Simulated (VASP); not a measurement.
A run of VASP 6.6.1 is set up as follows.

File INCAR:

```
SYSTEM = C
  PREC = Accurate
  ENCUT = 520
  EDIFF = 1E-7
  ISMEAR = 0
  SIGMA = 0.1
  LREAL = .False.
  LASPH = .True.
  NELM = 80
  ALGO = Normal
  ISIF = 2
  LWAVE = .False.
  LCHARG = .False.
  LDIPOL = .True.
  IDIPOL = 3
  DIPOL = 0.5 0.5 0.355
  GGA = PE
  IVDW = 12
  NBANDS = 16
```

File KPOINTS:

```
Automatic mesh
0
Gamma
  15 15 1
  0 0 0
```

Contents of POSCAR:

```
C
1.0
    2.4656524412      0.0000000000      0.0000000000
   -1.2328262206      2.1353176510      0.0000000000
    0.0000000000      0.0000000000     17.5000663888
C
4
Direct
    0.6666666667      0.3333333333      0.2571437785
    0.3333333333      0.6666666667      0.2571418816
    0.6666666667      0.8333333333      0.4520020789
    0.3333333333      1.1666666667      0.4520001821
```

Potentials or basis: VASP PAW PBE potentials, release 64 (C).

The run is started by

```bash
$ cat potpaw_PBE.64/C/POTCAR > POTCAR
$ mpirun -np 1 vasp_std > vasp.out
```

Question: What does it give for the dispersion energy per atom?

Answer: -0.119 eV.

Forces in eV/Å, atoms in the order of the input:
```
C   -0.002 -0.001 -0.001
C    0.002  0.001 -0.001
C   -0.002 -0.001  0.001
C    0.002  0.001  0.001
```

Caveat: the cell differs from its parent crystal (layers slid over each other).
